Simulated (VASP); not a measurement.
# CaO (F-43m) in VASP: settings compared, part 2 of 2

VASP 6.6.1. The steps go on from the part before.

## 3. Single point, r2SCAN

POSCAR reads:

```
CaO
1.0
    0.0000000000      2.6067317416      2.6067317416
    2.6067317416      0.0000000000      2.6067317416
    2.6067317416      2.6067317416      0.0000000000
Ca O
1 1
Direct
    0.0000000000      0.0000000000      0.0000000000
    0.2500000000      0.2500000000      0.2500000000
```

INCAR.step1 reads:

```
PREC = Accurate
ENCUT = 520
ISMEAR = 1
SIGMA = 0.2
LREAL = False
LASPH = True
NELM = 100
NBANDS = 15
GGA = PE
ALGO = Normal
EDIFF = 1E-4
LWAVE = True
LCHARG = False
```

INCAR.step2 reads:

```
PREC = Accurate
ENCUT = 520
EDIFF = 1E-6
ISMEAR = 1
SIGMA = 0.2
LREAL = False
LASPH = True
NELM = 100
ALGO = Normal
ISIF = 2
LWAVE = False
LCHARG = False
METAGGA = R2SCAN
LMIXTAU = True
NBANDS = 15
ISTART = 1
```

KPOINTS reads:

```
Automatic mesh
0
Gamma
  6 6 6
```

Potentials or basis: VASP PAW PBE potentials, release 64 (Ca_sv, O).

Started as:

```sh
> cat potpaw_PBE.64/Ca_sv/POTCAR potpaw_PBE.64/O/POTCAR > POTCAR
> cp INCAR.step1 INCAR
> mpirun -np 1 vasp_std > vasp.out
> cp INCAR.step2 INCAR
> mpirun -np 1 vasp_std > vasp.out
```

Run time: 42 s. Hardware: 1 thread of Intel Xeon Platinum 8259CL at 2.50GHz (Skylake/Cascade Lake), shared host; peak memory 0.16 GiB.

The run converged. Its results:

| Property | Result |
| --- | --- |
| Free energy | -18.9350 eV |
| Pressure | 0.8 GPa |
| Band gap on the k mesh | 3.74 eV (least direct gap 4.36 eV) |

Levels at points of the mesh, in eV from the valence-band top:
| k point | band 6 | band 7 | band 8 | band 9 | band 10 | band 11 |
| --- | --- | --- | --- | --- | --- | --- |
| (0.00, 0.00, 0.00) | -0.62 | -0.62 | -0.62 | 3.74 | 8.66 | 8.66 |
| (0.50, 0.00, 0.00) | -0.99 | -0.36 | -0.36 | 6.59 | 8.54 | 8.54 |
| (0.50, 0.50, 0.00) | -1.42 | 0.00 | 0.00 | 5.34 | 7.22 | 9.75 |

Caveat: the structure was generated, so it needn't be the stable form of CaO; the PAW data sets were made with another functional, which shifts forces and pressure a little.

## 4. Single point, HSE06

POSCAR is that of step 3.

INCAR.step1 reads:

```
PREC = Accurate
ENCUT = 520
EDIFF = 1E-5
ISMEAR = 0
SIGMA = 0.01
LREAL = False
LASPH = True
NELM = 100
ALGO = Normal
ISIF = 2
LWAVE = True
LCHARG = False
NBANDS = 15
GGA = PE
```

INCAR.step2 reads:

```
PREC = Accurate
ENCUT = 520
EDIFF = 1E-6
ISMEAR = 0
SIGMA = 0.01
LREAL = False
LASPH = True
NELM = 100
ALGO = Normal
ISIF = 2
LWAVE = False
LCHARG = False
GGA = PE
LHFCALC = True
HFSCREEN = 0.2079
PRECFOCK = Normal
NBANDS = 15
ISTART = 1
```

KPOINTS reads:

```
regular mesh
0
Gamma
  2 2 2
```

Potentials or basis: VASP PAW PBE potentials, release 64 (Ca_sv, O).

Started as:

```sh
> cat potpaw_PBE.64/Ca_sv/POTCAR potpaw_PBE.64/O/POTCAR > POTCAR
> cp INCAR.step1 INCAR
> mpirun -np 1 vasp_std > vasp.out
> cp INCAR.step2 INCAR
> mpirun -np 1 vasp_std > vasp.out
```

OUTCAR:

```text
PREC = Accurate
   ENCUT = 520
   EDIFF = 1E-6
   ISMEAR = 0
   LREAL = False
   LASPH = True
   NELM = 100
   ISIF = 2
   GGA = PE
   LHFCALC = True
   HFSCREEN = 0.2079
   PRECFOCK = Normal
   ISTART = 1

 ion  position               nearest neighbor table
   1  0.000  0.000  0.000-   2 2.26   2 2.26   2 2.26   2 2.26
   2  0.250  0.250  0.250-   1 2.26   1 2.26   1 2.26   1 2.26

  LATTYP: Found a face centered cubic cell.
 ALAT       =     5.2134634832

  Lattice vectors:

 A1 = (   0.0000000000,   2.6067317416,   2.6067317416)
 A2 = (   2.6067317416,   0.0000000000,   2.6067317416)
 A3 = (   2.6067317416,   2.6067317416,   0.0000000000)

Analysis of symmetry for initial positions (statically):
=====================================================================
 Subroutine PRICEL returns:
 Original cell was already a primitive cell.

 Routine SETGRP: Setting up the symmetry group for a
 face centered cubic supercell.

 Subroutine GETGRP returns: Found 24 space group operations
 (whereof 24 operations were pure point group operations)
 out of a pool of 48 trial point group operations.

The static configuration has the point symmetry T_d .

Analysis of symmetry for dynamics (positions and initial velocities):
=====================================================================
 Subroutine PRICEL returns:
 Original cell was already a primitive cell.

 Routine SETGRP: Setting up the symmetry group for a
 face centered cubic supercell.

 Subroutine GETGRP returns: Found 24 space group operations
 (whereof 24 operations were pure point group operations)
 out of a pool of 48 trial point group operations.

The dynamic configuration has the point symmetry T_d .

 Subroutine INISYM returns: Found 24 space group operations
 (whereof 24 operations are pure point group operations),
 and found     1 'primitive' translations

[... 106 lines left out ...]
   HFSCREENC=   0.2079 screening length for correlation (either q_TF or 0.3 A-1)
   ENCUTFOCK=  -1.0 apply spherical cutoff to Coloumb kernel
   IVDW    =     0    specifies the selected vdW correction
   LEPSILON=     F    determine dielectric tensor
   LRPA    =     F    only Hartree local field effects (RPA)
 non-spin polarized calculation
 Gauss-broadening in eV      SIGMA  =   0.01
  energy-cutoff  :      520.00
  volume of cell :       35.43
 maximum number of plane-waves:       960
 NGX is ok and might be reduce to    28
  NGX = 24; NGY = 24; NGZ = 24

 number of electron      15.9999998 magnetization

 Free energy of the ion-electron system (eV)
  ---------------------------------------------------
  ext. energy  EPLUGINS =         0.00000000
  ---------------------------------------------------
  free energy    TOTEN  =       -14.46938106 eV

  energy without entropy =      -14.46938106  energy(sigma->0) =      -14.46938106

 E-fermi :  -0.4668     XC(G=0):  -7.4382

 val. band max:       -0.5488426871   @ k =   0.5000   0.5000   0.0000
 cond. band min:       4.2626897628   @ k =   0.0000   0.0000   0.0000
 fundamental gap:      4.8115324499
 Fermi energy:        -0.4667941397

 k-point     1 :       0.0000    0.0000    0.0000
  band No.  band energies     occupation
      1     -40.2090      2.00000
      2     -19.6899      2.00000
      3     -19.6899      2.00000
      4     -19.6899      2.00000
      5     -16.7291      2.00000
      6      -1.1783      2.00000
      7      -1.1783      2.00000
      8      -1.1783      2.00000
      9       4.2627      0.00000
     10       9.5703      0.00000
     11       9.5703      0.00000
     12      11.2729      0.00000
     13      11.2729      0.00000
     14      11.2729      0.00000
[... 23 lines left out ...]
      2     -20.6062      2.00000
      3     -19.8461      2.00000
      4     -19.8461      2.00000
      5     -15.7142      2.00000
      6      -2.0195      2.00000
      7      -0.5488      2.00000
      8      -0.5488      2.00000
      9       6.0134      0.00000
     10       7.9183      0.00000
     11      10.7803      0.00000
     12      11.0330      0.00000
     13      11.0330      0.00000
     14      13.1891      0.00000
     15      14.9485      0.00000

------------------------ aborting loop because EDIFF is reached ----------------------------------------

  FORCE on cell =-STRESS in cart. coord.  units (eV):
  Direction    XX          YY          ZZ          XY          YZ          ZX
  --------------------------------------------------------------------------------------
  -------------------------------------------------------------------------------------
  Total        0.0103300      0.0103300      0.0103300      0.0000000      0.0000000      0.0000000
  in kB        0.4671889      0.4671889      0.4671889      0.0000000      0.0000000      0.0000000
  external PRESSURE =       0.4671889 kB  Pullay stress =       0.0000000 kB

 VOLUME and BASIS-vectors are now :
 -----------------------------------------------------------------------------
  energy-cutoff  :      520.00
  volume of cell :       35.43
      direct lattice vectors                 reciprocal lattice vectors
     0.000000000  2.606731742  2.606731742    -0.191811068  0.191811068  0.191811068
     2.606731742  0.000000000  2.606731742     0.191811068 -0.191811068  0.191811068
     2.606731742  2.606731742  0.000000000     0.191811068  0.191811068 -0.191811068

 POSITION                                       TOTAL-FORCE (eV/Angst)
 -----------------------------------------------------------------------------------
      0.00000      0.00000      0.00000         0.000000      0.000000      0.000000
      1.30337      1.30337      1.30337        -0.000000     -0.000000     -0.000000
 -----------------------------------------------------------------------------------
    total drift:                                0.000019     -0.000023     -0.000008

  FREE ENERGIE OF THE ION-ELECTRON SYSTEM (eV)
  ---------------------------------------------------
  free  energy   TOTEN  =       -14.4693810560 eV

  energy  without entropy=      -14.4693810560  energy(sigma->0) =      -14.46938106
```

It took 29 s on 1 thread of Intel Xeon Platinum 8259CL at 2.50GHz (Skylake/Cascade Lake), shared host; peak memory 0.27 GiB.

What came out:

- Free energy: -14.4694 eV
- Pressure: 0.0 GPa
- Band gap on the k mesh: 4.81 eV (least direct gap 5.44 eV)

Levels at points of the mesh, in eV from the valence-band top:
```csv
k point,band 5,band 6,band 7,band 8,band 9,band 10,band 11,band 12
"(0.00, 0.00, 0.00)",-16.18,-0.63,-0.63,-0.63,4.81,10.12,10.12,11.82
"(0.50, 0.00, 0.00)",-15.40,-1.03,-0.36,-0.36,7.89,9.84,9.94,9.94
"(0.50, 0.50, 0.00)",-15.17,-1.47,0.00,0.00,6.56,8.47,11.33,11.58
```

Caveat: the k points lie up to 1.04 Å⁻¹ apart, too coarse for converged energies, forces and pressures; the structure was generated, so it needn't be the stable form of CaO; the PAW data sets were made with another functional, which shifts forces and pressure a little. A k mesh can miss the band edges.

## 5. Overview

| level | k mesh | smearing | grid for exact exchange (PRECFOCK) | share of exact exchange | screening parameter | gap on the mesh (eV) | pressure (GPa) |
| --- | --- | --- | --- | --- | --- | --- | --- |
| r2SCAN+D4 | 6 × 6 × 6 | gaussian 0.01 eV | - | - | - | 3.73 | 0.4 |
| r2SCAN | 6 × 6 × 6 | methfessel-paxton 0.2 eV | - | - | - | 3.74 | 0.8 |
| HSE06 | 2 × 2 × 2 | gaussian 0.01 eV | Normal | 0.25 | 0.2079 1/Å | 4.81 | 0.0 |

Alike in all rows: task single point; potentials or basis VASP PAW PBE potentials, release 64 (Ca_sv, O); no spin polarisation; cell as given; cutoff (eV) 520.

Caveats: some runs use coarse meshes; the structure was generated, so it needn't be the stable form of CaO; the PAW data sets were made with another functional, which shifts forces and pressure a little.

Total energies depend on the potentials used, so only differences within one code and one set of settings carry meaning.
